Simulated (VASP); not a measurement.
# PtS2 (P-3m1) in VASP: relaxation of cell and atoms with PBEsol

Aim: the relaxation of cell and atoms of PtS2 with PBEsol.

Everything below comes from runs of VASP 6.6.1. Logs are shortened: lines on timing, memory, paths and dates and some standing lists are left out, and cuts for length are marked.

## Step 1: The cell of the first run

It takes space group P-3m1 (No. 164, trigonal). The conventional cell has a = 3.543 Å, b = 3.543 Å, c = 5.039 Å, α = 90.00°, β = 90.00°, γ = 120.00°. Within 3.2 Å of Pt (site symmetry -3m) lie 6 S at 2.40 Å. S (site symmetry 3m) has 3 Pt at 2.40 Å and 6 S at 3.25 Å within 3.3 Å.

## Step 2: Relaxation of cell and atoms, PBEsol

Contents of INCAR:

```
SYSTEM = PtS2
  PREC = Accurate
  ENCUT = 600
  EDIFF = 1E-7
  ISMEAR = 0
  SIGMA = 0.02
  LREAL = .False.
  LASPH = .True.
  NELM = 60
  ALGO = Normal
  ISIF = 3
  LWAVE = .False.
  LCHARG = .False.
  GGA = PS
  IBRION = 2
  NSW = 100
  EDIFFG = -0.005
```

Contents of KPOINTS:

```
Automatic mesh
0
Gamma
  12 12 8
  0 0 0
```

Contents of POSCAR:

```
PtS2
1.0
    3.5431995404      0.0000000000      0.0000000000
   -1.7715997703      3.0685008127      0.0000000000
    0.0000000000      0.0000000000      5.0388000919
Pt S
1 2
Direct
    0.0000000000      0.0000000000      0.0000000000
    0.3333333333      0.6666666667      0.2500000000
    0.6666666667      0.3333333333      0.7500000000
```

Potentials or basis: VASP PAW PBE potentials, release 64 (Pt, S).

Command:

```sh
$ cat potpaw_PBE.64/Pt/POTCAR potpaw_PBE.64/S/POTCAR > POTCAR
$ mpirun -np 1 vasp_std > vasp.out
```

OUTCAR:

```text
SYSTEM = PtS2
   PREC = Accurate
   ENCUT = 600
   EDIFF = 1E-7
   ISMEAR = 0
   LREAL = .False.
   LASPH = .True.
   NELM = 60
   ISIF = 3
   GGA = PS
   IBRION = 2
   NSW = 100
   EDIFFG = -0.005

 ion  position               nearest neighbor table
   1  0.000  0.000  0.000-   2 2.40   3 2.40   3 2.40   2 2.40   3 2.40   2 2.40
   2  0.333  0.667  0.250-   1 2.40   1 2.40   1 2.40
   3  0.667  0.333  0.750-   1 2.40   1 2.40   1 2.40

  LATTYP: Found a hexagonal cell.
 ALAT       =     3.5431995404
 C/A-ratio  =     1.4221045229

  Lattice vectors:

 A1 = (   3.5431995404,   0.0000000000,   0.0000000000)
 A2 = (  -1.7715997703,   3.0685008127,   0.0000000000)
 A3 = (   0.0000000000,   0.0000000000,   5.0388000919)

Analysis of symmetry for initial positions (statically):
=====================================================================
 Subroutine PRICEL returns:
 Original cell was already a primitive cell.

 Routine SETGRP: Setting up the symmetry group for a
 hexagonal supercell.

 Subroutine GETGRP returns: Found 12 space group operations
 (whereof 12 operations were pure point group operations)
 out of a pool of 24 trial point group operations.

The static configuration has the point symmetry D_3d.

Analysis of symmetry for dynamics (positions and initial velocities):
=====================================================================
 Subroutine PRICEL returns:
 Original cell was already a primitive cell.

 Routine SETGRP: Setting up the symmetry group for a
 hexagonal supercell.

 Subroutine GETGRP returns: Found 12 space group operations
 (whereof 12 operations were pure point group operations)
 out of a pool of 24 trial point group operations.

The dynamic configuration has the point symmetry D_3d.

 Subroutine INISYM returns: Found 12 space group operations
 (whereof 12 operations are pure point group operations),
 and found     1 'primitive' translations

----------------------------------------------------------------------------------------

                                     Primitive cell

  volume of cell :      54.7834

  direct lattice vectors                    reciprocal lattice vectors
     3.543199540  0.000000000  0.000000000     0.282230788  0.162946022  0.000000000
    -1.771599770  3.068500813  0.000000000     0.000000000  0.325892043  0.000000000
     0.000000000  0.000000000  5.038800092     0.000000000  0.000000000  0.198459947

  length of vectors
     3.543199540  3.543199540  5.038800092     0.325892043  0.325892043  0.198459947

  position of ions in fractional coordinates (direct lattice)
     0.000000000  0.000000000  0.000000000
     0.333333333  0.666666667  0.250000000
     0.666666667  0.333333333  0.750000000

  ion indices of the primitive-cell ions
   primitive index   ion index
                 1           1
                 2           2
                 3           3

----------------------------------------------------------------------------------------

 KPOINTS: Automatic mesh

Automatic generation of k-mesh.
 Grid dimensions read from file:
 generate k-points for:   12   12    8

 Generating k-lattice:

  Cartesian coordinates                     Fractional coordinates (reciprocal lattice)
     0.023519232  0.013578835  0.000000000     0.083333333 -0.000000000  0.000000000
     0.000000000  0.027157670  0.000000000     0.000000000  0.083333333  0.000000000
     0.000000000  0.000000000  0.024807493     0.000000000  0.000000000  0.125000000

  Length of vectors
     0.027157670  0.027157670  0.024807493

  Shift w.r.t. Gamma in fractional coordinates (k-lattice)
     0.000000000  0.000000000  0.000000000

 Subroutine IBZKPT returns following result:
 ===========================================

 Found    131 irreducible k-points:

 Following reciprocal coordinates:
            Coordinates               Weight
  0.000000  0.000000  0.000000      1.000000
  0.083333 -0.000000  0.000000      6.000000
  0.166667 -0.000000  0.000000      6.000000
  0.250000  0.000000  0.000000      6.000000
  0.333333  0.000000  0.000000      6.000000
  0.416667  0.000000  0.000000      6.000000
[... 16 lines left out ...]
  0.166667 -0.000000  0.125000      6.000000
  0.000000  0.166667  0.125000      6.000000
 [... further k-points ...]
   k-points           NKPTS =    131   k-points in BZ     NKDIM =    131   number of bands    NBANDS=     15
   number of dos      NEDOS =    301   number of ions     NIONS =      3
   total plane-waves  NPLWV =  31360
   dimension x,y,z NGX =    28 NGY =   28 NGZ =   40
   dimension x,y,z NGXF=    56 NGYF=   56 NGZF=   80
   ions per type =               1   2
   NGX,Y,Z   is equivalent  to a cutoff of  13.14, 13.14, 13.20 a.u.
   NGXF,Y,Z  is equivalent  to a cutoff of  26.28, 26.28, 26.39 a.u.
 SYSTEM =  PtS2
   PREC   = accura    normal or accurate (medium, high low for compatibility)
   ISTART =      0    job   : 0-new  1-cont  2-samecut
   ICHARG =      2    charge: 1-file 2-atom 10-const
   ISPIN  =      1    spin polarized calculation?
   LNONCOLLINEAR =      F non collinear calculations
   LSORBIT =      F    spin-orbit coupling
   LASPH  =      T    aspherical Exc in radial PAW
   ENCUT  =  600.0 eV  44.10 Ry    6.64 a.u.   7.08  7.08 10.06*2*pi/ulx,y,z
   NELM   =     60;   NELMIN=  2; NELMDL= -5     # of ELM steps
   EDIFF  = 0.1E-06   stopping-criterion for ELM
   LREAL  =      F    real-space projection
   EDIFFG = -.5E-02   stopping-criterion for IOM
   NSW    =    100    number of steps for IOM
   IBRION =      2    ionic relax: 0-MD 1-quasi-New 2-CG
   NFREE  =      1    steps in history (QN), initial steepest desc. (CG)
   ISIF   =      3    stress and relaxation
   ISYM   =      2    0-nonsym 1-usesym 2-fastsym
   POTIM  = 0.5000    time-step for ionic-motion
   TEBEG  =    0.0;   TEEND  =   0.0 temperature during run
   PSTRESS=    0.0 pullay stress
   NELECT =      22.0000    total number of electrons
   NUPDOWN=      -1.0000    fix difference up-down
   EMIN   =  10.00;   EMAX   =-10.00  energy-range for DOS
   EFERMI =   0.00;   METHOD = LEGACY
   ISMEAR =     0;   SIGMA  =   0.02  broadening in eV -4-tet -1-fermi 0-gaus
   EFERMI_NEDOS =   21; number of points for ismear=-14 and -15
   IALGO  =     38    algorithm
   IMIX   =      4    mixing-type and parameters
     AMIX     =   0.40;   BMIX     =  1.00
     AMIX_MAG =   1.60;   BMIX_MAG =  1.00
  volume/ion in A,a.u.               =      18.26       123.23
  Fermi-wavevector in a.u.,A,eV,Ry     =   1.207812  2.282434 19.848318  1.458810
  Thomas-Fermi vector in A             =   2.343439
   LORBIT       =      0    0 simple, 1 ext, 2 COOP (PROOUT), +10 PAW based schemes
   GGA     = PS    functional components
   LHFCALC =     F    Hartree Fock is set to
   AEXX    =    0.0000 exact exchange contribution
   IVDW    =     0    specifies the selected vdW correction
   LEPSILON=     F    determine dielectric tensor
   LRPA    =     F    only Hartree local field effects (RPA)
 conjugate gradient relaxation of ions
 non-spin polarized calculation
 Gauss-broadening in eV      SIGMA  =   0.02
  energy-cutoff  :      600.00
  volume of cell :       54.78
 maximum number of plane-waves:      1863
   NGX = 15   NGY = 15   NGZ = 21

--------------------------------------- Ionic step        1  -------------------------------------------

 number of electron      22.0000000 magnetization

 Free energy of the ion-electron system (eV)
  ---------------------------------------------------
  ext. energy  EPLUGINS =         0.00000000
  ---------------------------------------------------
  free energy    TOTEN  =       -16.96523170 eV

  energy without entropy =      -16.96523170  energy(sigma->0) =      -16.96523170

------------------------ aborting loop because EDIFF is reached ----------------------------------------

  FORCE on cell =-STRESS in cart. coord.  units (eV):
  Direction    XX          YY          ZZ          XY          YZ          ZX
  --------------------------------------------------------------------------------------
  -------------------------------------------------------------------------------------
  Total       -0.7833362     -0.7833362     -1.5596976      0.0000000      0.0000000     -0.0000000
  in kB      -22.9091935    -22.9091935    -45.6144027      0.0000000      0.0000000     -0.0000000
  external PRESSURE =     -30.4775966 kB  Pullay stress =       0.0000000 kB
[... 92 lines left out ...]
  FREE ENERGIE OF THE ION-ELECTRON SYSTEM (eV)
  ---------------------------------------------------
  free  energy   TOTEN  =       -16.9861736997 eV

  energy  without entropy=      -16.9861736997  energy(sigma->0) =      -16.98617370

[... ionic steps 4 to 16 ...]

--------------------------------------- Ionic step       17  -------------------------------------------

 number of electron      21.9999997 magnetization

------------------------ aborting loop because EDIFF is reached ----------------------------------------
[... 69 lines left out ...]
--------------------------------------- Ionic step       19  -------------------------------------------

 number of electron      21.9999997 magnetization

 Free energy of the ion-electron system (eV)
  ---------------------------------------------------
  ext. energy  EPLUGINS =         0.00000000
  ---------------------------------------------------
  free energy    TOTEN  =       -16.99877084 eV

  energy without entropy =      -16.99877084  energy(sigma->0) =      -16.99877084

 E-fermi :   7.4832     XC(G=0): -11.0506

 val. band max:        7.3682158299   @ k =   0.0000   0.0000   0.0000
 cond. band min:       7.7200052391   @ k =   0.0000   0.3333   0.2500
 fundamental gap:      0.3517894092
 Fermi energy:         7.4831630851

 k-point     1 :       0.0000    0.0000    0.0000
  band No.  band energies     occupation
      1      -8.3611      2.00000
      2      -5.0938      2.00000
      3      -0.0453      2.00000
      4       0.3652      2.00000
      5       0.3652      2.00000
      6       3.2355      2.00000
      7       3.2355      2.00000
      8       5.0710      2.00000
      9       5.9616      2.00000
     10       5.9616      2.00000
     11       7.3682      2.00000
     12       8.9792      0.00000
     13       8.9792      0.00000
     14      11.2983      0.00000
[... 401 lines left out ...]
      2      -5.4140      2.00000
      3       0.1870      2.00000
      4       0.5651      2.00000
      5       0.9804      2.00000
      6       2.5611      2.00000
      7       3.0381      2.00000
      8       4.2919      2.00000
      9       5.5918      2.00000
     10       5.9773      2.00000
     11       7.2109      2.00000
     12       8.5101      0.00000
     13       8.6607      0.00000
     14      12.4400      0.00000
     15      13.3248      0.00000

 [... further k-points ...]

------------------------ aborting loop because EDIFF is reached ----------------------------------------

  FORCE on cell =-STRESS in cart. coord.  units (eV):
  Direction    XX          YY          ZZ          XY          YZ          ZX
  --------------------------------------------------------------------------------------
  -------------------------------------------------------------------------------------
  Total        0.0147713      0.0147713     -0.0140479     -0.0000000      0.0000000     -0.0000000
  in kB        0.4455338      0.4455338     -0.4237147     -0.0000000      0.0000000     -0.0000000
  external PRESSURE =       0.1557843 kB  Pullay stress =       0.0000000 kB
[... 18 lines left out ...]
  FREE ENERGIE OF THE ION-ELECTRON SYSTEM (eV)
  ---------------------------------------------------
  free  energy   TOTEN  =       -16.9987708421 eV

  energy  without entropy=      -16.9987708421  energy(sigma->0) =      -16.99877084

 reached required accuracy - stopping structural energy minimisation
```

Wall time 11 min (1 thread of Intel Xeon Platinum 8488C (Sapphire Rapids), shared host); peak memory 0.29 GiB.

Results:

```
Free energy                           : -16.9988 eV
Relaxed volume                        : 17.71 Å³/atom
Relaxed cell                          : a = 3.566 Å, b = 3.566 Å, c = 4.824 Å, α = 90.00°, β = 90.00°, γ = 120.00°
Space group after relaxing (to 0.1 Å) : P-3m1 (No. 164)
Energy gained by relaxing             : 11.2 meV/atom
Ionic steps                           : 19
Pressure after relaxing               : 0.0 GPa
Band gap on the k mesh                : 0.35 eV (least direct gap 0.69 eV)
```

Stress tensor (GPa, compression positive):
```
 0.04  0.00  0.00
 0.00  0.04  0.00
 0.00  0.00 -0.04
```

The path:
```tsv
step	energy change (eV)	largest force (eV/Å)	pressure (GPa)	volume (Å³)
1	0.0000	0.5927	-3.05	54.78
2	0.0131	0.4770	6.62	52.07
3	-0.0209	0.1466	0.91	53.56
4	-0.0309	0.0518	0.24	53.86
5	-0.0326	0.0061	-0.17	54.05
6	-0.0326	0.0032	-0.14	54.04
7	-0.0326	0.0354	0.14	53.92
8	-0.0326	0.0268	0.06	53.95
9	-0.0327	0.0292	0.06	53.92
10	-0.0328	0.0364	0.04	53.81
11	-0.0330	0.0510	0.02	53.60
12	-0.0331	0.0379	-0.06	53.57
13	-0.0333	0.0006	-0.32	53.48
14	-0.0333	0.0008	-0.26	53.42
15	-0.0335	0.0007	-0.09	53.24
16	-0.0334	0.0006	0.26	52.88
17	-0.0335	0.0008	0.03	53.12
18	-0.0335	0.0005	0.02	53.13
19	-0.0335	0.0012	0.02	53.12
```

Final structure:
```xyz
3
Lattice="3.5657 0.0000 0.0000 -1.7829 3.0880 0.0000 0.0000 0.0000 4.8241" Properties=species:S:1:pos:R:3 pbc="T T T"
Pt    0.0000    0.0000    0.0000
S     0.0000    2.0587    1.1984
S     1.7829    1.0293    3.6257
```

Caveat: the PAW data sets were made with another functional, which shifts forces and pressure a little; spin-orbit coupling is left out, which moves the levels of the heavy elements. A k mesh can miss the band edges.
